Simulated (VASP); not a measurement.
# Ta (P6/mmm) in VASP: a series of runs

Runs on Ta. Level: PBEsol. Tasks: single point.

Program: VASP 6.6.1. These are calculated values, not measurements. Logs are shortened: lines on timing, memory, paths and dates and some standing lists are left out, and cuts for length are marked.

## 1. The cell of the first run

The structure is hexagonal, space group P6/mmm (No. 191). Conventional cell: a = 2.649 Å, b = 2.649 Å, c = 2.508 Å, α = 90.00°, β = 90.00°, γ = 120.00°. Within 3.3 Å of Ta (site symmetry 6/mmm) lie 8 Ta at 2.51 to 2.65 Å.

## 2. Single point, PBEsol

Input file INCAR:

```
PREC = Accurate
ENCUT = 520
EDIFF = 1E-7
ISMEAR = -1
SIGMA = 0.08
LREAL = False
LASPH = True
NELM = 80
ALGO = Normal
ISIF = 2
LWAVE = False
LCHARG = False
GGA = PS
NBANDS = 12
```

Input file KPOINTS:

```
regular mesh
0
Gamma
  17 17 15
```

Input file POSCAR:

```
Ta
1.0
    2.6485485654      0.0000000000      0.0000000000
   -1.3242742827      2.2937103408      0.0000000000
    0.0000000000      0.0000000000      2.5075457522
Ta
1
Direct
    0.0000000000      0.0000000000      0.0000000000
```

Potentials or basis: VASP PAW PBE potentials, release 64 (Ta_pv).

On the command line:

```bash
$ cat potpaw_PBE.64/Ta_pv/POTCAR > POTCAR
$ mpirun -np 1 vasp_std > vasp.out
```

OUTCAR:

```text
PREC = Accurate
   ENCUT = 520
   EDIFF = 1E-7
   ISMEAR = -1
   LREAL = False
   LASPH = True
   NELM = 80
   ISIF = 2
   GGA = PS

 ion  position               nearest neighbor table
   1  0.000  0.000  0.000-

  LATTYP: Found a hexagonal cell.
 ALAT       =     2.6485485654
 C/A-ratio  =     0.9467622323

  Lattice vectors:

 A1 = (   2.6485485654,   0.0000000000,   0.0000000000)
 A2 = (  -1.3242742827,   2.2937103408,   0.0000000000)
 A3 = (   0.0000000000,   0.0000000000,   2.5075457522)

Analysis of symmetry for initial positions (statically):
=====================================================================
 Subroutine PRICEL returns:
 Original cell was already a primitive cell.

 Routine SETGRP: Setting up the symmetry group for a
 hexagonal supercell.

 Subroutine GETGRP returns: Found 24 space group operations
 (whereof 24 operations were pure point group operations)
 out of a pool of 24 trial point group operations.

The static configuration has the point symmetry D_6h.

Analysis of symmetry for dynamics (positions and initial velocities):
=====================================================================
 Subroutine PRICEL returns:
 Original cell was already a primitive cell.

 Routine SETGRP: Setting up the symmetry group for a
 hexagonal supercell.

 Subroutine GETGRP returns: Found 24 space group operations
 (whereof 24 operations were pure point group operations)
 out of a pool of 24 trial point group operations.

The dynamic configuration has the point symmetry D_6h.

 Subroutine INISYM returns: Found 24 space group operations
 (whereof 24 operations are pure point group operations),
 and found     1 'primitive' translations

----------------------------------------------------------------------------------------

                                     Primitive cell

  volume of cell :      15.2333

  direct lattice vectors                    reciprocal lattice vectors
     2.648548565  0.000000000  0.000000000     0.377565287  0.217987420  0.000000000
    -1.324274283  2.293710341  0.000000000     0.000000000  0.435974841  0.000000000
     0.000000000  0.000000000  2.507545752     0.000000000  0.000000000  0.398796313

  length of vectors
     2.648548565  2.648548565  2.507545752     0.435974841  0.435974841  0.398796313

  position of ions in fractional coordinates (direct lattice)
     0.000000000  0.000000000  0.000000000

  ion indices of the primitive-cell ions
   primitive index   ion index
                 1           1

----------------------------------------------------------------------------------------

 KPOINTS: regular mesh

Automatic generation of k-mesh.
 Grid dimensions read from file:
 generate k-points for:   17   17   15

 Generating k-lattice:

  Cartesian coordinates                     Fractional coordinates (reciprocal lattice)
     0.022209723  0.012822789  0.000000000     0.058823529  0.000000000  0.000000000
     0.000000000  0.025645579  0.000000000     0.000000000  0.058823529  0.000000000
     0.000000000  0.000000000  0.026586421     0.000000000  0.000000000  0.066666667

  Length of vectors
     0.025645579  0.025645579  0.026586421

  Shift w.r.t. Gamma in fractional coordinates (k-lattice)
     0.000000000  0.000000000  0.000000000

 Subroutine IBZKPT returns following result:
 ===========================================

 Found    264 irreducible k-points:

 Following reciprocal coordinates:
            Coordinates               Weight
  0.000000  0.000000  0.000000      1.000000
  0.058824  0.000000  0.000000      6.000000
  0.117647  0.000000  0.000000      6.000000
  0.176471  0.000000  0.000000      6.000000
  0.235294  0.000000  0.000000      6.000000
  0.294118  0.000000  0.000000      6.000000
[... 16 lines left out ...]
  0.411765  0.117647  0.000000     12.000000
  0.176471  0.176471  0.000000      6.000000
 [... further k-points ...]
   k-points           NKPTS =    264   k-points in BZ     NKDIM =    264   number of bands    NBANDS=     12
   number of dos      NEDOS =    301   number of ions     NIONS =      1
   total plane-waves  NPLWV =   8000
   dimension x,y,z NGX =    20 NGY =   20 NGZ =   20
   dimension x,y,z NGXF=    40 NGYF=   40 NGZF=   40
   ions per type =               1
   NGX,Y,Z   is equivalent  to a cutoff of  12.55, 12.55, 13.26 a.u.
   NGXF,Y,Z  is equivalent  to a cutoff of  25.11, 25.11, 26.52 a.u.
 SYSTEM =  unknown system
   PREC   = accura    normal or accurate (medium, high low for compatibility)
   ISTART =      0    job   : 0-new  1-cont  2-samecut
   ICHARG =      2    charge: 1-file 2-atom 10-const
   ISPIN  =      1    spin polarized calculation?
   LNONCOLLINEAR =      F non collinear calculations
   LSORBIT =      F    spin-orbit coupling
   LASPH  =      T    aspherical Exc in radial PAW
   ENCUT  =  520.0 eV  38.22 Ry    6.18 a.u.   4.92  4.92  4.66*2*pi/ulx,y,z
   NELM   =     80;   NELMIN=  2; NELMDL= -5     # of ELM steps
   EDIFF  = 0.1E-06   stopping-criterion for ELM
   LREAL  =      F    real-space projection
   EDIFFG = 0.1E-05   stopping-criterion for IOM
   NSW    =      0    number of steps for IOM
   IBRION =     -1    ionic relax: 0-MD 1-quasi-New 2-CG
   NFREE  =      0    steps in history (QN), initial steepest desc. (CG)
   ISIF   =      2    stress and relaxation
   ISYM   =      2    0-nonsym 1-usesym 2-fastsym
   POTIM  = 0.5000    time-step for ionic-motion
   TEBEG  =    0.0;   TEEND  =   0.0 temperature during run
   PSTRESS=    0.0 pullay stress
   NELECT =      11.0000    total number of electrons
   NUPDOWN=      -1.0000    fix difference up-down
   EMIN   =  10.00;   EMAX   =-10.00  energy-range for DOS
   EFERMI =   0.00;   METHOD = LEGACY
   ISMEAR =    -1;   SIGMA  =   0.08  broadening in eV -4-tet -1-fermi 0-gaus
   EFERMI_NEDOS =   21; number of points for ismear=-14 and -15
   IALGO  =     38    algorithm
   IMIX   =      4    mixing-type and parameters
     AMIX     =   0.40;   BMIX     =  1.00
     AMIX_MAG =   1.60;   BMIX_MAG =  1.00
  volume/ion in A,a.u.               =      15.23       102.80
  Fermi-wavevector in a.u.,A,eV,Ry     =   1.468725  2.775489 29.349865  2.157154
  Thomas-Fermi vector in A             =   2.584189
   LORBIT       =      0    0 simple, 1 ext, 2 COOP (PROOUT), +10 PAW based schemes
   GGA     = PS    functional components
   LHFCALC =     F    Hartree Fock is set to
   AEXX    =    0.0000 exact exchange contribution
   IVDW    =     0    specifies the selected vdW correction
   LEPSILON=     F    determine dielectric tensor
   LRPA    =     F    only Hartree local field effects (RPA)
 non-spin polarized calculation
  energy-cutoff  :      520.00
  volume of cell :       15.23
 maximum number of plane-waves:       431
 NGX is ok and might be reduce to    20

 number of electron      10.9999998 magnetization

 Free energy of the ion-electron system (eV)
  ---------------------------------------------------
  ext. energy  EPLUGINS =         0.00000000
  ---------------------------------------------------
  free energy    TOTEN  =       -11.23303629 eV

  energy without entropy =      -11.21520611  energy(sigma->0) =      -11.22412120

 E-fermi :   7.3535     XC(G=0): -13.5484

 val. band max:        7.3519670990   @ k =   0.4706   0.0588   0.2000
 cond. band min:       7.3694409489   @ k =   0.0588   0.0000   0.0667
 fundamental gap:      0.0174738499
 Fermi energy:         7.3535336413

 k-point     1 :       0.0000    0.0000    0.0000
  band No.  band energies     occupation
      1     -25.6028      2.00000
      2     -25.5668      2.00000
      3     -25.5668      2.00000
      4      -1.6194      2.00000
      5       3.0736      2.00000
      6       7.5499      0.15825
      7       7.5499      0.15825
      8      15.4225      0.00000
      9      15.4225      0.00000
     10      20.6908      0.00000
     11      21.9629      0.00000
     12      24.0288      0.00000

 k-point     2 :       0.0588    0.0000    0.0000
  band No.  band energies     occupation
      1     -25.6589      2.00000
      2     -25.5934      2.00000
      3     -25.5862      2.00000
      4      -1.4361      2.00000
      5       3.1633      2.00000
      6       7.3215      1.19780
      7       7.7285      0.01826
      8      15.0794      0.00000
      9      15.3760      0.00000
     10      21.1733      0.00000
     11      21.9624      0.00000
     12      24.5013      0.00000

 k-point     3 :       0.1176    0.0000    0.0000
  band No.  band energies     occupation
      1     -25.9168      2.00000
      2     -25.6414      2.00000
      3     -25.5662      2.00000
      4      -0.9224      2.00000
      5       3.4187      2.00000
      6       6.7673      1.99869
      7       8.2577      0.00002
      8      14.2414      0.00000
      9      15.2451      0.00000
     10      21.9605      0.00000
     11      22.4832      0.00000
     12      25.7071      0.00000

 k-point     4 :       0.1765    0.0000    0.0000
  band No.  band energies     occupation
      1     -26.2926      2.00000
      2     -25.7240      2.00000
      3     -25.5247      2.00000
      4      -0.1826      2.00000
      5       3.7625      2.00000
      6       6.2030      2.00000
      7       9.1173      0.00000
      8      13.2200      0.00000
      9      15.0524      0.00000
     10      21.9555      0.00000
     11      24.1283      0.00000
     12      25.3172      0.00000

 k-point     5 :       0.2353    0.0000    0.0000
  band No.  band energies     occupation
      1     -26.7239      2.00000
      2     -25.8219      2.00000
      3     -25.4743      2.00000
      4       0.6206      2.00000
      5       3.9432      2.00000
      6       6.0886      2.00000
      7      10.2722      0.00000
      8      12.2157      0.00000
      9      14.8284      0.00000
     10      21.9375      0.00000
     11      23.1783      0.00000
     12      26.5584      0.00000
[... 228 lines left out ...]
      1     -27.4829      2.00000
      2     -26.1908      2.00000
      3     -25.3610      2.00000
      4       2.2528      2.00000
      5       4.1036      2.00000
      6       6.7666      1.99870
      7      10.7106      0.00000
      8      13.8498      0.00000
      9      13.8923      0.00000
     10      20.7432      0.00000
     11      22.0016      0.00000
     12      23.0445      0.00000

 k-point    22 :       0.3529    0.1176    0.0000
  band No.  band energies     occupation
      1     -27.7085      2.00000
      2     -26.2794      2.00000
      3     -25.3272      2.00000
      4       2.3203      2.00000
      5       4.2942      2.00000
      6       7.6028      0.08490
      7      10.3037      0.00000
      8      13.6846      0.00000
      9      15.1525      0.00000
     10      20.1659      0.00000
     11      21.9478      0.00000
     12      22.0093      0.00000

 k-point    23 :       0.4118    0.1176    0.0000
  band No.  band energies     occupation
      1     -27.8274      2.00000
      2     -26.3264      2.00000
      3     -25.3090      2.00000
      4       2.2702      2.00000
      5       4.4957      2.00000
      6       8.1058      0.00016
      7      10.0950      0.00000
      8      13.5755      0.00000
      9      16.1038      0.00000
     10      19.6197      0.00000
     11      21.3672      0.00000
     12      21.9894      0.00000

 k-point    24 :       0.1765    0.1765    0.0000
  band No.  band energies     occupation
      1     -27.1018      2.00000
      2     -26.1080      2.00000
      3     -25.4099      2.00000
      4       1.8952      2.00000
      5       4.8199      2.00000
      6       4.9863      2.00000
      7      11.4393      0.00000
      8      12.3647      0.00000
      9      14.0660      0.00000
     10      21.7574      0.00000
     11      22.1933      0.00000
     12      23.7246      0.00000

 [... further k-points ...]

------------------------ aborting loop because EDIFF is reached ----------------------------------------

  FORCE on cell =-STRESS in cart. coord.  units (eV):
  Direction    XX          YY          ZZ          XY          YZ          ZX
  --------------------------------------------------------------------------------------
  -------------------------------------------------------------------------------------
  Total        5.6803631      5.6803631      5.6959788     -0.0000000      0.0000000      0.0000000
  in kB      597.4358827    597.4358827    599.0782682     -0.0000000      0.0000000      0.0000000
  external PRESSURE =     597.9833445 kB  Pullay stress =       0.0000000 kB

 VOLUME and BASIS-vectors are now :
 -----------------------------------------------------------------------------
  energy-cutoff  :      520.00
  volume of cell :       15.23
      direct lattice vectors                 reciprocal lattice vectors
     2.648548565  0.000000000  0.000000000     0.377565287  0.217987420  0.000000000
    -1.324274283  2.293710341  0.000000000     0.000000000  0.435974841  0.000000000
     0.000000000  0.000000000  2.507545752     0.000000000  0.000000000  0.398796313

 POSITION                                       TOTAL-FORCE (eV/Angst)
 -----------------------------------------------------------------------------------
      0.00000      0.00000      0.00000         0.000000      0.000000      0.000000
 -----------------------------------------------------------------------------------
    total drift:                               -0.000000      0.000000      0.000000

  FREE ENERGIE OF THE ION-ELECTRON SYSTEM (eV)
  ---------------------------------------------------
  free  energy   TOTEN  =       -11.2330362861 eV

  energy  without entropy=      -11.2152061120  energy(sigma->0) =      -11.22412120
```

Wall time 16 s (1 thread of Intel Xeon 6975P-C (Granite Rapids), shared host); peak memory 0.15 GiB.

Results:

```yaml
Free_energy: -11.2330 eV
Pressure: 59.8 GPa
```

Caveat: the PAW data sets were made with another functional, which shifts forces and pressure a little; spin-orbit coupling is left out, which moves the levels of the heavy elements.

## 3. Single point, PBEsol

This run uses another cell than the first one, of 15.26 Å³/atom, 1.002 times its volume.

Input file INCAR:

```
ALGO = Normal
EDIFF = 1E-7
ENCUT = 520
GGA = PS
ISIF = 2
ISMEAR = -1
LASPH = T
LCHARG = F
LREAL = F
LWAVE = F
NBANDS = 12
NELM = 60
PREC = Accurate
SIGMA = 0.08
```

Input file KPOINTS:

```
k-points
0
Gamma
  17 17 15
```

Input file POSCAR:

```
Ta
1.0
    2.6503701358      0.0000000000      0.0000000000
   -1.3251850679      2.2952878670      0.0000000000
    0.0000000000      0.0000000000      2.5093004568
Ta
1
Direct
    0.0000000000      0.0000000000      0.0000000000
```

Potentials or basis: VASP PAW PBE potentials, release 64 (Ta_pv).

On the command line:

```bash
$ cat potpaw_PBE.64/Ta_pv/POTCAR > POTCAR
$ mpirun -np 1 vasp_std > vasp.out
```

Run time: 16 s. Hardware: 1 thread of Intel Xeon 6975P-C (Granite Rapids), shared host; peak memory 0.16 GiB.

It converged, with:

```
Free energy : -11.2448 eV
Pressure    : 59.0 GPa
```

Stress tensor (GPa, compression positive):
```
58.96  0.00  0.00
 0.00 58.96  0.00
 0.00  0.00 59.13
```

Levels at points of the mesh, in eV from the Fermi level:
| k point | band 1 | band 2 | band 3 | band 4 | band 5 | band 6 | band 7 | band 8 | band 9 | band 10 |
| --- | --- | --- | --- | --- | --- | --- | --- | --- | --- | --- |
| (0.00, 0.00, 0.00) | -32.96 | -32.93 | -32.93 | -8.97 | -4.27 | 0.20 | 0.20 | 8.05 | 8.05 | 13.33 |

Caveat: the PAW data sets were made with another functional, which shifts forces and pressure a little; spin-orbit coupling is left out, which moves the levels of the heavy elements.

## 4. Single point, PBEsol

This run uses another cell than the first one: it holds 3 atoms, not 1.

INCAR: that of step 3 with these lines changed.

```diff
@@ -7,6 +7,8 @@
 LASPH = T
-LCHARG = F
+LCHARG = T
+LELF = T
 LREAL = F
+LVHAR = T
 LWAVE = F
-NBANDS = 12
+NBANDS = 24
 NELM = 60
```

Input file KPOINTS:

```
k-points
0
Gamma
  8 8 12
```

Input file POSCAR:

```
Ta
1.0
    4.4798203947      0.0000000000      0.0000000000
   -2.2399101974      3.8796382662      0.0000000000
    0.0000000000      0.0000000000      2.5393266347
Ta
3
Direct
    0.0000000000      0.0000000000      0.0000000000
    0.3333333333      0.6666666667      0.5000000000
    0.6666666667      0.3333333333      0.5000000000
```

On the command line:

```bash
$ cat potpaw_PBE.64/Ta_pv/POTCAR > POTCAR
$ mpirun -np 1 vasp_std > vasp.out
```

It took 35 s on 1 thread of Intel Xeon 6975P-C (Granite Rapids), shared host; peak memory 0.2 GiB.

Results (log left out):

* Free energy: -35.4373 eV
* Pressure: 59.0 GPa

Stress tensor (GPa, compression positive):
```
58.87  0.00  0.00
 0.00 58.87  0.00
 0.00  0.00 59.17
```

Levels at points of the mesh, in eV from the Fermi level:
| k point | band 13 | band 14 | band 15 | band 16 | band 17 | band 18 | band 19 | band 20 | band 21 | band 22 |
| --- | --- | --- | --- | --- | --- | --- | --- | --- | --- | --- |
| (0.00, 0.00, 0.00) | -1.50 | -1.50 | -1.49 | -1.49 | -0.93 | 1.01 | 1.01 | 3.75 | 3.75 | 3.88 |
| (0.50, 0.00, 0.00) | -2.64 | -2.30 | -2.28 | -1.46 | -0.82 | 2.03 | 2.19 | 4.09 | 4.19 | 4.65 |
| (0.00, 0.00, 0.50) | -4.01 | -3.43 | -1.69 | -0.01 | -0.01 | 1.75 | 1.75 | 5.79 | 5.79 | 6.82 |
| (0.50, 0.00, 0.50) | -3.53 | -1.79 | -1.66 | -1.00 | 0.93 | 1.35 | 1.82 | 3.17 | 4.28 | 5.83 |

Caveat: the PAW data sets were made with another functional, which shifts forces and pressure a little; spin-orbit coupling is left out, which moves the levels of the heavy elements.

## 5. Single point, PBEsol

This run uses another cell than the first one: it holds 3 atoms, not 1.

Input file INCAR:

```
SYSTEM = Ta
  ALGO = Normal
  EDIFF = 1E-7
  ENCUT = 520
  GGA = PS
  ISIF = 2
  ISMEAR = -1
  LASPH = .TRUE.
  LCHARG = .TRUE.
  LELF = .TRUE.
  LREAL = .FALSE.
  LVHAR = .TRUE.
  LWAVE = .FALSE.
  NBANDS = 24
  NELM = 60
  PREC = Accurate
  SIGMA = 0.08
```

Input file KPOINTS:

```
k-points
0
G
  8 8 12
  0 0 0
```

Input file POSCAR:

```
Ta
1.0
    4.4773474884      0.0000000000      0.0000000000
   -2.2386737442      3.8774966665      0.0000000000
    0.0000000000      0.0000000000      2.5370483239
Ta
3
Direct
    0.0000000000      0.0000000000      0.0000000000
    0.3333333333      0.6666666667      0.5000000000
    0.6666666667      0.3333333333      0.5000000000
```

On the command line:

```bash
$ cat potpaw_PBE.64/Ta_pv/POTCAR > POTCAR
$ mpirun -np 1 vasp_std > vasp.out
```

Wall time 32 s (1 thread of Intel Xeon 6975P-C (Granite Rapids), shared host); peak memory 0.19 GiB.

The run converged. Its results:

| Property | Result |
| --- | --- |
| Free energy | -35.4045 eV |
| Pressure | 59.8 GPa |

Stress tensor (GPa, compression positive):
```
59.61  0.00  0.00
 0.00 59.61  0.00
 0.00  0.00 60.17
```

Levels at points of the mesh, in eV from the Fermi level:
| k point | band 13 | band 14 | band 15 | band 16 | band 17 | band 18 | band 19 | band 20 | band 21 | band 22 |
| --- | --- | --- | --- | --- | --- | --- | --- | --- | --- | --- |
| (0.00, 0.00, 0.00) | -1.50 | -1.50 | -1.49 | -1.49 | -0.94 | 1.01 | 1.01 | 3.77 | 3.77 | 3.89 |
| (0.50, 0.00, 0.00) | -2.65 | -2.31 | -2.29 | -1.47 | -0.83 | 2.04 | 2.20 | 4.11 | 4.20 | 4.66 |
| (0.00, 0.00, 0.50) | -4.02 | -3.43 | -1.69 | -0.01 | -0.01 | 1.75 | 1.75 | 5.80 | 5.80 | 6.84 |
| (0.50, 0.00, 0.50) | -3.54 | -1.79 | -1.66 | -1.00 | 0.93 | 1.36 | 1.84 | 3.18 | 4.29 | 5.84 |

Caveat: the PAW data sets were made with another functional, which shifts forces and pressure a little; spin-orbit coupling is left out, which moves the levels of the heavy elements.

## 6. Summary

```tsv
cell	k mesh	gap on the mesh (eV)	pressure (GPa)
a = 2.649, b = 2.649, c = 2.508 Å, angles 90.0, 90.0, 120.0°, 1 atom	17 × 17 × 15	none	59.8
a = 2.650, b = 2.650, c = 2.509 Å, angles 90.0, 90.0, 120.0°, 1 atom	17 × 17 × 15	none	59.0
a = 4.480, b = 4.480, c = 2.539 Å, angles 90.0, 90.0, 120.0°, 3 atoms	8 × 8 × 12	none	59.0
a = 4.477, b = 4.477, c = 2.537 Å, angles 90.0, 90.0, 120.0°, 3 atoms	8 × 8 × 12	none	59.8
```

Alike in all rows: task single point; level PBEsol; potentials or basis VASP PAW PBE potentials, release 64 (Ta_pv); no spin polarisation; cutoff (eV) 520; smearing fermi-dirac 0.08 eV.

Caveats: the PAW data sets were made with another functional, which shifts forces and pressure a little; spin-orbit coupling is left out, which moves the levels of the heavy elements.

Total energies depend on the potentials used, so only differences within one code and one set of settings carry meaning.
